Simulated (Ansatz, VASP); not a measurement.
# Ag in VASP and in Ansatz

File INCAR:

```
PREC = Accurate
ENCUT = 520
EDIFF = 1E-6
ISMEAR = -1
SIGMA = 0.05
LREAL = F
LASPH = T
NELM = 100
ALGO = Normal
ISIF = 2
LWAVE = F
LCHARG = T
LELF = T
LVHAR = T
NBANDS = 12
```

File KPOINTS:

```
Automatic mesh
0
Gamma
  15 15 15
```

File POSCAR:

```
Ag
1.0
    0.0000000000      2.0831709575      2.0831709575
    2.0831709575      0.0000000000      2.0831709575
    2.0831709575      2.0831709575      0.0000000000
Ag
1
Direct
    0.0000000000      0.0000000000      0.0000000000
```

Input for Ansatz:

```yaml
crystal:
  lattice:
    - [0.0, 2.0831709575, 2.0831709575]
    - [2.0831709575, 0.0, 2.0831709575]
    - [2.0831709575, 2.0831709575, 0.0]
  atoms:
    - { symbol: Ag, position: [0.0, 0.0, 0.0] }
kpoints:
  mp_grid: { grid: [15, 15, 15] }
scf:
  occupations: { method: fermi_dirac, width: 0.05 }
hamiltonian:
  xc: lda
  pseudopotentials: { kind: all_electron, lapw: { basis_error: 0.001 } }
output:
  forces: true
  stress: true
  eigenvalues: true
```

Change from the starting cell: volume scaled by 1.06.

Alike in both runs: task single point; functional LDA; k mesh 15 × 15 × 15; occupations fermi-dirac, width 0.05 eV; no spin polarisation.

|  | VASP | Ansatz |
| --- | --- | --- |
| version | VASP 6.6.1 | Ansatz 0.2.0 |
| potentials or method | VASP PAW LDA potentials, release 64 (Ag), cutoff 520 eV | all-electron LAPW, scalar-relativistic |

|  | VASP | Ansatz | Ansatz less VASP |
| --- | --- | --- | --- |
| pressure (GPa) | -11.8 | -12.0 | -0.17 |

LDA's correlation is that of Perdew and Zunger in VASP and of Perdew and Wang (1992) in Ansatz. Ansatz ran all-electron here, and VASP with PAW potentials.
